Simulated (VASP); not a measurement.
MgI2, 3 atoms in the cell. It takes space group Cm (No. 8, monoclinic). Conventional cell: a = 7.194 Å, b = 4.154 Å, c = 6.862 Å, α = 90.00°, β = 90.00°, γ = 90.00°. Within 3.8 Å of Mg (site symmetry m) lie 6 I at 2.87 to 2.96 Å. I (site symmetry m) has 3 Mg at 2.87 to 2.92 Å within 3.8 Å. I (site symmetry m) has 3 Mg at 2.92 to 2.96 Å within 3.8 Å.  This cell differs from its parent crystal: all I atoms moved +0.062 Å, as atom 2 towards its neighbour atom 3 (I) at 4.101 Å.

```yaml
Program: VASP 6.6.1
Task: single point
Functional: PBEsol
Potentials_or_basis: VASP PAW PBE potentials, release 64 (Mg, I)
Cutoff: 520 eV
k_mesh: 6 × 6 × 4
Occupations: gaussian, width 0.05 eV
Spin: no spin polarisation
Dipole_correction: no
Further_INCAR_settings: ALGO = Normal; EDIFF = 1e-06; NBANDS = 15
```

Potentials or basis: VASP PAW PBE potentials, release 64 (Mg, I).

Launch:

```sh
$ cat potpaw_PBE.64/Mg/POTCAR potpaw_PBE.64/I/POTCAR > POTCAR
$ mpirun -np 1 vasp_std > vasp.out
```

Hardware: 1 thread of Intel(R) Xeon(R) Platinum 8488C (Sapphire Rapids), on a shared host.

Task: How long does it take, and how much memory?

Result: Run time: 31 s on 1 thread of Intel(R) Xeon(R) Platinum 8488C (Sapphire Rapids), with other jobs on the host, peak memory 0.26 GiB. Counts: scf iterations 11, k points 47.
